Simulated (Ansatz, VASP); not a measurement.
# Two plane-wave programs on Nb

```xyz
1
Lattice="-1.6640 1.4768 1.6640 1.6640 -1.4768 1.6640 1.6640 1.4768 -1.6640" Properties=species:S:1:pos:R:3 pbc="T T T"
Nb    0.0000    0.0000    0.0000
```

Change from the starting cell: strain -0.1125 x Voigt [0, 1, 0, 0, 0, 0], atoms carried along.

Alike in both runs: task single point; functional LDA; k mesh 20 × 20 × 20; occupations gaussian, width 0.15 eV; no spin polarisation.

|  | VASP | Ansatz |
| --- | --- | --- |
| version | VASP 6.6.1 | Ansatz 0.2.0 |
| potentials or method | VASP PAW LDA potentials, release 64 (Nb_sv), cutoff 500 eV | scalar-relativistic, plane waves, PAW |
| valence electrons in the cell | 13 | 13 |

|  | VASP | Ansatz | Ansatz less VASP |
| --- | --- | --- | --- |
| gap on the k mesh at the Fermi level (eV) | none | none | - |
| pressure (GPa) | 11.0 | 11.2 | +0.21 |
| traceless stress, the component that is largest in VASP (GPa) | 11.17 | 11.15 | -0.012 |

LDA's correlation is that of Perdew and Zunger in VASP and of Perdew and Wang (1992) in Ansatz. A gap of «none» marks a metal or a gap that the smearing closes.
